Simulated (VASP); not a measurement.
Input of a VASP 6.6.1 run:

The input POSCAR:

```
CaO
1.0
    0.0000000000      2.4155243932      2.4155243932
    2.4155243932      0.0000000000      2.4155243932
    2.4155243932      2.4155243932      0.0000000000
Ca O
1 1
Direct
    0.0000000000      0.0000000000      0.0000000000
    0.5000000000      0.5000000000      0.5000000000
```

Contents of INCAR.step1:

```
SYSTEM = CaO
PREC = Accurate
ENCUT = 520
ISMEAR = 0
SIGMA = 0.02
LREAL = .False.
LASPH = .True.
NELM = 80
NBANDS = 15
GGA = PE
ALGO = Normal
EDIFF = 1E-4
LWAVE = .True.
LCHARG = .False.
```

Contents of INCAR.step2:

```
SYSTEM = CaO
PREC = Accurate
ENCUT = 520
EDIFF = 1E-7
ISMEAR = 0
SIGMA = 0.02
LREAL = .False.
LASPH = .True.
NELM = 80
ALGO = Normal
ISIF = 2
LWAVE = .False.
LCHARG = .False.
METAGGA = R2SCAN
LMIXTAU = .True.
NBANDS = 15
ISTART = 1
```

Contents of KPOINTS:

```
Automatic mesh
0
Gamma
  8 8 8
  0 0 0
```

Potentials or basis: VASP PAW PBE potentials, release 64 (Ca_sv, O).

Command:

```bash
$ cat potpaw_PBE.64/Ca_sv/POTCAR potpaw_PBE.64/O/POTCAR > POTCAR
$ cp INCAR.step1 INCAR
$ mpirun -np 1 vasp_std > vasp.out
$ cp INCAR.step2 INCAR
$ mpirun -np 1 vasp_std > vasp.out
```

Q: Predict the band gap on the k mesh.

A: 4.19 eV, indirect (least direct gap 4.57 eV).

Q: What does it give for the pressure?

A: -1.5 GPa.

Caveat: the PAW data sets were made with another functional, which shifts forces and pressure a little. A k mesh can miss the band edges.
